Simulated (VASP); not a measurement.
# As in VASP: a series of runs

Runs on As. Level: LDA. Tasks: electric field gradients.

All numbers are computed with VASP 6.6.1; they aren't measurements. Logs are shortened: lines on timing, memory, paths and dates and some standing lists are left out, and cuts for length are marked.

### 1 The cell of the first run

It takes space group Fd-3m (No. 227, cubic). The conventional cell has a = 5.749 Å, b = 5.749 Å, c = 5.749 Å, α = 90.00°, β = 90.00°, γ = 90.00°. Within 3.3 Å of As (site symmetry -43m) lie 4 As at 2.49 Å.

This isn't the form of As at room conditions, which is rhombohedral.

### 2 Electric field gradients, LDA

INCAR

```
  ALGO = Normal
  EDIFF = 1E-8
  ENCUT = 520
  ISIF = 2
  ISMEAR = -1
  LASPH = True
  LCHARG = False
  LEFG = True
  LREAL = False
  LWAVE = False
  NBANDS = 12
  NELM = 80
  PREC = Accurate
  SIGMA = 0.05
```

KPOINTS

```
k-points
0
Gamma
  9 9 9
```

POSCAR

```
As
1.0
    0.0000000000      2.8744485395      2.8744485395
    2.8744485395      0.0000000000      2.8744485395
    2.8744485395      2.8744485395      0.0000000000
As
2
Direct
   -0.1250000000     -0.1250000000     -0.1250000000
    0.1250000000      0.1250000000      0.1250000000
```

Potentials or basis: VASP PAW LDA potentials, release 64 (As).

Command:

```
> cat potpaw_LDA.64/As/POTCAR > POTCAR
> mpirun -np 1 vasp_std > vasp.out
```

OUTCAR:

```text
EDIFF = 1E-8
   ENCUT = 520
   ISIF = 2
   ISMEAR = -1
   LASPH = True
   LREAL = False
   NELM = 80
   PREC = Accurate

 ion  position               nearest neighbor table
   1  0.875  0.875  0.875-   2 2.49   2 2.49   2 2.49   2 2.49
   2  0.125  0.125  0.125-   1 2.49   1 2.49   1 2.49   1 2.49

  LATTYP: Found a face centered cubic cell.
 ALAT       =     5.7488970790

  Lattice vectors:

 A1 = (   0.0000000000,   2.8744485395,   2.8744485395)
 A2 = (   2.8744485395,   0.0000000000,   2.8744485395)
 A3 = (   2.8744485395,   2.8744485395,   0.0000000000)

Analysis of symmetry for initial positions (statically):
=====================================================================
 Subroutine PRICEL returns:
 Original cell was already a primitive cell.

 Routine SETGRP: Setting up the symmetry group for a
 face centered cubic supercell.

 Subroutine GETGRP returns: Found 48 space group operations
 (whereof 12 operations were pure point group operations)
 out of a pool of 48 trial point group operations.

The static configuration has the point symmetry D_3d.
 The point group associated with its full space group is O_h .

Analysis of symmetry for dynamics (positions and initial velocities):
=====================================================================
 Subroutine PRICEL returns:
 Original cell was already a primitive cell.

 Routine SETGRP: Setting up the symmetry group for a
 face centered cubic supercell.

 Subroutine GETGRP returns: Found 48 space group operations
 (whereof 12 operations were pure point group operations)
 out of a pool of 48 trial point group operations.

The dynamic configuration has the point symmetry D_3d.
 The point group associated with its full space group is O_h .

 Subroutine INISYM returns: Found 48 space group operations
 (whereof 12 operations are pure point group operations),
 and found     1 'primitive' translations

----------------------------------------------------------------------------------------

                                     Primitive cell

  volume of cell :      47.5000

  direct lattice vectors                    reciprocal lattice vectors
     0.000000000  2.874448539  2.874448539    -0.173946409  0.173946409  0.173946409
     2.874448539  0.000000000  2.874448539     0.173946409 -0.173946409  0.173946409
     2.874448539  2.874448539  0.000000000     0.173946409  0.173946409 -0.173946409

  length of vectors
     4.065084109  4.065084109  4.065084109     0.301284017  0.301284017  0.301284017

  position of ions in fractional coordinates (direct lattice)
     0.875000000  0.875000000  0.875000000
     0.125000000  0.125000000  0.125000000

  ion indices of the primitive-cell ions
   primitive index   ion index
                 1           1
                 2           2

----------------------------------------------------------------------------------------

 KPOINTS: k-points

Automatic generation of k-mesh.
 Grid dimensions read from file:
 generate k-points for:    9    9    9

 Generating k-lattice:

  Cartesian coordinates                     Fractional coordinates (reciprocal lattice)
    -0.019327379  0.019327379  0.019327379     0.111111111  0.000000000  0.000000000
     0.019327379 -0.019327379  0.019327379     0.000000000  0.111111111  0.000000000
     0.019327379  0.019327379 -0.019327379     0.000000000  0.000000000  0.111111111

  Length of vectors
     0.033476002  0.033476002  0.033476002

  Shift w.r.t. Gamma in fractional coordinates (k-lattice)
     0.000000000  0.000000000  0.000000000

 Subroutine IBZKPT returns following result:
 ===========================================

 Found     35 irreducible k-points:

 Following reciprocal coordinates:
            Coordinates               Weight
  0.000000  0.000000  0.000000      1.000000
  0.111111  0.000000  0.000000      8.000000
  0.222222  0.000000  0.000000      8.000000
  0.333333  0.000000  0.000000      8.000000
  0.444444  0.000000  0.000000      8.000000
  0.111111  0.111111  0.000000      6.000000
[... 16 lines left out ...]
 -0.333333  0.333333  0.000000     12.000000
  0.444444  0.444444  0.000000      6.000000
 [... further k-points ...]
   k-points           NKPTS =     35   k-points in BZ     NKDIM =     35   number of bands    NBANDS=     12
   number of dos      NEDOS =    301   number of ions     NIONS =      2
   total plane-waves  NPLWV =  27000
   dimension x,y,z NGX =    30 NGY =   30 NGZ =   30
   dimension x,y,z NGXF=    60 NGYF=   60 NGZF=   60
   ions per type =               2
   NGX,Y,Z   is equivalent  to a cutoff of  12.27, 12.27, 12.27 a.u.
   NGXF,Y,Z  is equivalent  to a cutoff of  24.54, 24.54, 24.54 a.u.
 SYSTEM =  unknown system
   PREC   = accura    normal or accurate (medium, high low for compatibility)
   ISTART =      0    job   : 0-new  1-cont  2-samecut
   ICHARG =      2    charge: 1-file 2-atom 10-const
   ISPIN  =      1    spin polarized calculation?
   LNONCOLLINEAR =      F non collinear calculations
   LSORBIT =      F    spin-orbit coupling
   LASPH  =      T    aspherical Exc in radial PAW
   ENCUT  =  520.0 eV  38.22 Ry    6.18 a.u.   7.56  7.56  7.56*2*pi/ulx,y,z
   NELM   =     80;   NELMIN=  2; NELMDL= -5     # of ELM steps
   EDIFF  = 0.1E-07   stopping-criterion for ELM
   LREAL  =      F    real-space projection
   EDIFFG = 0.1E-06   stopping-criterion for IOM
   NSW    =      0    number of steps for IOM
   IBRION =     -1    ionic relax: 0-MD 1-quasi-New 2-CG
   NFREE  =      0    steps in history (QN), initial steepest desc. (CG)
   ISIF   =      2    stress and relaxation
   ISYM   =      2    0-nonsym 1-usesym 2-fastsym
   POTIM  = 0.5000    time-step for ionic-motion
   TEBEG  =    0.0;   TEEND  =   0.0 temperature during run
   PSTRESS=    0.0 pullay stress
   NELECT =      10.0000    total number of electrons
   NUPDOWN=      -1.0000    fix difference up-down
   EMIN   =  10.00;   EMAX   =-10.00  energy-range for DOS
   EFERMI =   0.00;   METHOD = LEGACY
   ISMEAR =    -1;   SIGMA  =   0.05  broadening in eV -4-tet -1-fermi 0-gaus
   EFERMI_NEDOS =   21; number of points for ismear=-14 and -15
   IALGO  =     38    algorithm
   IMIX   =      4    mixing-type and parameters
     AMIX     =   0.40;   BMIX     =  1.00
     AMIX_MAG =   1.60;   BMIX_MAG =  1.00
  volume/ion in A,a.u.               =      23.75       160.27
  Fermi-wavevector in a.u.,A,eV,Ry     =   0.973891  1.840387 12.904628  0.948463
  Thomas-Fermi vector in A             =   2.104307
   LORBIT       =      0    0 simple, 1 ext, 2 COOP (PROOUT), +10 PAW based schemes
   GGA     = CA    functional components
   LHFCALC =     F    Hartree Fock is set to
   AEXX    =    0.0000 exact exchange contribution
   IVDW    =     0    specifies the selected vdW correction
   LEPSILON=     F    determine dielectric tensor
   LRPA    =     F    only Hartree local field effects (RPA)
 non-spin polarized calculation
  energy-cutoff  :      520.00
  volume of cell :       47.50
 maximum number of plane-waves:      1299
   NGX = 15   NGY = 15   NGZ = 15

 number of electron      10.0000001 magnetization

 Free energy of the ion-electron system (eV)
  ---------------------------------------------------
  ext. energy  EPLUGINS =         0.00000000
  ---------------------------------------------------
  free energy    TOTEN  =        -9.82582415 eV

  energy without entropy =       -9.80588508  energy(sigma->0) =       -9.81585461

 E-fermi :   4.4867     XC(G=0):  -9.5904

 val. band max:        4.4693680445   @ k =   0.4444   0.3333   0.0000
 cond. band min:       4.5669104356   @ k =   0.3333   0.2222   0.0000
 fundamental gap:      0.0975423911
 Fermi energy:         4.4866577951

 k-point     1 :       0.0000    0.0000    0.0000
  band No.  band energies     occupation
      1     -10.5054      2.00000
      2      -0.4744      2.00000
      3       2.0680      2.00000
      4       2.0680      2.00000
      5       2.0680      2.00000
      6       5.0328      0.00004
      7       5.0328      0.00004
      8       5.0328      0.00004
      9       9.3991      0.00000
     10      12.5547      0.00000
     11      12.5547      0.00000
     12      14.3902      0.00000

 k-point     2 :       0.1111    0.0000    0.0000
  band No.  band energies     occupation
      1     -10.3756      2.00000
      2      -1.3435      2.00000
      3       1.8693      2.00000
      4       1.8693      2.00000
      5       2.3331      2.00000
      6       5.3189      0.00000
      7       5.3189      0.00000
      8       5.4041      0.00000
      9      10.0335      0.00000
     10      11.9920      0.00000
     11      11.9920      0.00000
     12      13.8496      0.00000

 k-point     3 :       0.2222    0.0000    0.0000
  band No.  band energies     occupation
      1     -10.0000      2.00000
      2      -2.8916      2.00000
      3       1.4806      2.00000
      4       1.4806      2.00000
      5       2.2601      2.00000
      6       5.8702      0.00000
      7       5.8702      0.00000
      8       6.6869      0.00000
      9      11.1065      0.00000
     10      11.6076      0.00000
     11      11.6076      0.00000
     12      13.5951      0.00000
[... 286 lines left out ...]
 k-point    23 :      -0.3333    0.3333    0.0000
  band No.  band energies     occupation
      1      -8.0229      2.00000
      2      -6.2251      2.00000
      3      -1.3647      2.00000
      4       0.2461      2.00000
      5       3.8629      1.99999
      6       7.3539      0.00000
      7       8.2123      0.00000
      8       8.3879      0.00000
      9       9.9420      0.00000
     10      12.1127      0.00000
     11      15.0450      0.00000
     12      16.9093      0.00000

 k-point    24 :       0.4444    0.4444    0.0000
  band No.  band energies     occupation
      1      -7.8431      2.00000
      2      -6.4647      2.00000
      3      -0.3228      2.00000
      4      -0.3228      2.00000
      5       3.4295      2.00000
      6       3.7823      2.00000
      7      10.3187      0.00000
      8      10.3187      0.00000
      9      11.9612      0.00000
     10      13.7348      0.00000
     11      15.6919      0.00000
     12      15.6919      0.00000

 [... further k-points ...]
[... 5 lines left out ...]
  --------------------------------------------------------------------------------------
  -------------------------------------------------------------------------------------
  Total        2.2538053      2.2538053      2.2538053      0.0000000      0.0000000      0.0000000
  in kB       76.0209624     76.0209624     76.0209624      0.0000000      0.0000000      0.0000000
  external PRESSURE =      76.0209624 kB  Pullay stress =       0.0000000 kB

 VOLUME and BASIS-vectors are now :
 -----------------------------------------------------------------------------
  energy-cutoff  :      520.00
  volume of cell :       47.50
      direct lattice vectors                 reciprocal lattice vectors
     0.000000000  2.874448539  2.874448539    -0.173946409  0.173946409  0.173946409
     2.874448539  0.000000000  2.874448539     0.173946409 -0.173946409  0.173946409
     2.874448539  2.874448539  0.000000000     0.173946409  0.173946409 -0.173946409

 POSITION                                       TOTAL-FORCE (eV/Angst)
 -----------------------------------------------------------------------------------
      5.03028      5.03028      5.03028         0.000000      0.000000      0.000000
      0.71861      0.71861      0.71861        -0.000000      0.000000     -0.000000
 -----------------------------------------------------------------------------------
    total drift:                               -0.000000      0.000000      0.000000

  FREE ENERGIE OF THE ION-ELECTRON SYSTEM (eV)
  ---------------------------------------------------
  free  energy   TOTEN  =        -9.8258241493 eV

  energy  without entropy=       -9.8058850769  energy(sigma->0) =       -9.81585461

 Electric field gradients (V/A^2)
---------------------------------------------------------------------
 ion       V_xx      V_yy      V_zz      V_xy      V_xz      V_yz
---------------------------------------------------------------------
   1       0.000     0.000    -0.000     0.000     0.000     0.000
   2      -0.000     0.000    -0.000     0.000     0.000     0.000
---------------------------------------------------------------------

 Electric field gradients after diagonalization (V/A^2)
 (convention: |V_zz| > |V_xx| > |V_yy|)
----------------------------------------------------------------------
 ion       V_xx      V_yy      V_zz     asymmetry (V_yy - V_xx)/ V_zz
----------------------------------------------------------------------
   1      -0.000    -0.000     0.000       0.000
   2      -0.000    -0.000     0.000       0.000
----------------------------------------------------------------------

           NMR quadrupolar parameters

 Cq : quadrupolar parameter    Cq=e*Q*V_zz/h
 eta: asymmetry parameters     (V_yy - V_xx)/ V_zz
 Q  : nuclear electric quadrupole moment in mb (millibarn)
----------------------------------------------------------------------
 ion       Cq(MHz)       eta       Q (mb)
----------------------------------------------------------------------
   1       0.000       0.000       1.000
   2       0.000       0.000       1.000
----------------------------------------------------------------------
```

Run time: 18 s. Hardware: 1 thread of Intel Xeon Platinum 8259CL at 2.50GHz (Skylake/Cascade Lake), shared host; peak memory 0.15 GiB.

What came out:

```yaml
Free_energy: -9.8258 eV
Pressure: 7.6 GPa
Band_gap_on_the_k_mesh: zero (bands 5 and 6 overlap by 1.72 eV)
Largest_electric_field_gradient_by_atom: under 0.05 V/Å² on every atom
```

Caveat: the cell stands under pressure.

### 3 Electric field gradients, LDA

INCAR

```
SYSTEM = As
ALGO = Normal
EDIFF = 1E-8
ENCUT = 520
ISIF = 2
ISMEAR = -1
LASPH = .TRUE.
LCHARG = .FALSE.
LEFG = .TRUE.
LREAL = .FALSE.
LWAVE = .FALSE.
NBANDS = 12
NELM = 60
PREC = Accurate
SIGMA = 0.05
```

KPOINTS

```
k-points
0
G
  9 9 9
  0 0 0
```

POSCAR is that of step 2.

Potentials or basis: VASP PAW LDA potentials, release 64 (As).

Command:

```
> cat potpaw_LDA.64/As/POTCAR > POTCAR
> mpirun -np 1 vasp_std > vasp.out
```

OUTCAR:

```text
SYSTEM = As
   EDIFF = 1E-8
   ENCUT = 520
   ISIF = 2
   ISMEAR = -1
   LASPH = .TRUE.
   LREAL = .FALSE.
   NELM = 60
   PREC = Accurate

 ion  position               nearest neighbor table
   1  0.875  0.875  0.875-   2 2.49   2 2.49   2 2.49   2 2.49
   2  0.125  0.125  0.125-   1 2.49   1 2.49   1 2.49   1 2.49

  LATTYP: Found a face centered cubic cell.
 ALAT       =     5.7488970790

  Lattice vectors:

 A1 = (   0.0000000000,   2.8744485395,   2.8744485395)
 A2 = (   2.8744485395,   0.0000000000,   2.8744485395)
 A3 = (   2.8744485395,   2.8744485395,   0.0000000000)
[... 573 lines left out ...]
  free  energy   TOTEN  =        -9.8258241493 eV

  energy  without entropy=       -9.8058850769  energy(sigma->0) =       -9.81585461

 Electric field gradients (V/A^2)
---------------------------------------------------------------------
 ion       V_xx      V_yy      V_zz      V_xy      V_xz      V_yz
---------------------------------------------------------------------
   1       0.000     0.000    -0.000     0.000     0.000     0.000
   2      -0.000     0.000    -0.000     0.000     0.000     0.000
---------------------------------------------------------------------

 Electric field gradients after diagonalization (V/A^2)
 (convention: |V_zz| > |V_xx| > |V_yy|)
----------------------------------------------------------------------
 ion       V_xx      V_yy      V_zz     asymmetry (V_yy - V_xx)/ V_zz
----------------------------------------------------------------------
   1      -0.000    -0.000     0.000       0.000
   2      -0.000    -0.000     0.000       0.000
----------------------------------------------------------------------

           NMR quadrupolar parameters

 Cq : quadrupolar parameter    Cq=e*Q*V_zz/h
 eta: asymmetry parameters     (V_yy - V_xx)/ V_zz
 Q  : nuclear electric quadrupole moment in mb (millibarn)
----------------------------------------------------------------------
 ion       Cq(MHz)       eta       Q (mb)
----------------------------------------------------------------------
   1       0.000       0.000       1.000
   2       0.000       0.000       1.000
----------------------------------------------------------------------
```

OSZICAR:

```text
N       E                     dE             d eps       ncg     rms          rms(c)
DAV:   1     0.263089813056E+02    0.26309E+02   -0.39316E+03   840   0.675E+02
DAV:   2    -0.808712866076E+01   -0.34396E+02   -0.32891E+02  1088   0.107E+02
DAV:   3    -0.988446181836E+01   -0.17973E+01   -0.17822E+01  1072   0.244E+01
DAV:   4    -0.989710634130E+01   -0.12645E-01   -0.12642E-01   940   0.229E+00
DAV:   5    -0.989715385819E+01   -0.47517E-04   -0.47517E-04  1020   0.155E-01    0.493E+00
DAV:   6    -0.984722454431E+01    0.49929E-01   -0.22240E-02   916   0.720E-01    0.292E+00
DAV:   7    -0.982608071274E+01    0.21144E-01   -0.35145E-02   924   0.929E-01    0.124E-01
DAV:   8    -0.982582554797E+01    0.25516E-03   -0.14212E-03   916   0.203E-01    0.219E-02
DAV:   9    -0.982582394452E+01    0.16034E-05   -0.18791E-05  1008   0.277E-02    0.101E-02
DAV:  10    -0.982582414682E+01   -0.20230E-06   -0.70033E-07   960   0.468E-03    0.222E-03
DAV:  11    -0.982582414890E+01   -0.20790E-08   -0.14152E-07   940   0.176E-03    0.397E-04
DAV:  12    -0.982582414929E+01   -0.39336E-09   -0.75290E-09   604   0.498E-04
   1 F= -.98258241E+01 E0= -.98158546E+01  d E =-.199391E-01
```

Wall time 15 s (1 thread of Intel Xeon Platinum 8259CL at 2.50GHz (Skylake/Cascade Lake), shared host); peak memory 0.15 GiB.

What came out:

```
Free energy                             : -9.8258 eV
Pressure                                : 7.6 GPa
Band gap on the k mesh                  : zero (bands 5 and 6 overlap by 1.72 eV)
Largest electric field gradient by atom : under 0.05 V/Å² on every atom
```

Levels at points of the mesh, in eV from the Fermi level:
```tsv
k point	band 1	band 2	band 3	band 4	band 5	band 6	band 7	band 8	band 9	band 10
(0.00, 0.00, 0.00)	-14.99	-4.96	-2.42	-2.42	-2.42	0.55	0.55	0.55	4.91	8.07
```

Caveat: the cell stands under pressure.

(Part 1 of 2 ends here.)

The gap in the log of VASP goes by the Fermi energy; the results here count the filled bands.